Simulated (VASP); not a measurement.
Write the native input for VASP 6.6.1 that does the following.

```
Task                   : single point
Functional             : r2SCAN
Potentials or basis    : VASP PAW PBE potentials, release 64 (Ag)
Cutoff                 : 520 eV
k mesh                 : 18 × 18 × 4
Occupations            : gaussian, width 0.1 eV
Spin                   : no spin polarisation
Dipole correction      : no
Further INCAR settings : ALGO = Normal; EDIFF = 1e-06; NBANDS = 30
```

Crystal: Ag.

```
Ag
1.0
     2.93613    0.00000    0.00000
    -1.46807    2.54276    0.00000
     0.00000    0.00000    9.27300
Ag
4
Cartesian
  0.0000 1.6952 2.3182
  1.4681 0.8476 6.9547
  0.0000 0.0000 0.0000
  0.0000 0.0000 4.6365
```

This cell differs from its parent crystal: functional r2SCAN, strained.

These files were run (other wordings do the same):

POSCAR

```
Ag
1.0
    2.9361301497      0.0000000000      0.0000000000
   -1.4680650749      2.5427632986      0.0000000000
    0.0000000000      0.0000000000      9.2730000000
Ag
4
Direct
    0.3333333333      0.6666666667      0.2500000000
    0.6666666667      0.3333333333      0.7500000000
    0.0000000000      0.0000000000      0.0000000000
    0.0000000000      0.0000000000      0.5000000000
```

INCAR.step1

```
SYSTEM = Ag
PREC = Accurate ; ENCUT = 520
ISMEAR = 0 ; SIGMA = 0.1
LREAL = .False. ; LASPH = .True.
NELM = 100 ; NBANDS = 30
GGA = PE ; ALGO = Normal
EDIFF = 1E-4 ; LWAVE = .True.
LCHARG = .False.
```

INCAR.step2

```
SYSTEM = Ag
PREC = Accurate ; ENCUT = 520
EDIFF = 1E-6 ; ISMEAR = 0
SIGMA = 0.1 ; LREAL = .False.
LASPH = .True. ; NELM = 100
ALGO = Normal ; ISIF = 2
LWAVE = .False. ; LCHARG = .False.
METAGGA = R2SCAN ; LMIXTAU = .True.
NBANDS = 30 ; ISTART = 1
```

KPOINTS

```
regular mesh
0
Gamma
  18 18 4
  0 0 0
```

Potentials or basis: VASP PAW PBE potentials, release 64 (Ag).

Command:

```sh
$ cat potpaw_PBE.64/Ag/POTCAR > POTCAR
$ cp INCAR.step1 INCAR
$ mpirun -np 1 vasp_std > vasp.out
$ cp INCAR.step2 INCAR
$ mpirun -np 1 vasp_std > vasp.out
```

Results of the run:

* Pressure: 0.2 GPa
* Band gap on the k mesh: zero (band 22 reaches 11.58 eV, above the bottom of band 23 at 4.88 eV)

Caveat: the cell differs from its parent crystal (functional r2SCAN, strained); the PAW data sets were made with another functional, which shifts forces and pressure a little.

It took 4.3 min on 1 thread of Intel(R) Xeon(R) 6975P-C (Granite Rapids), on a shared host, peak memory 0.3 GiB.
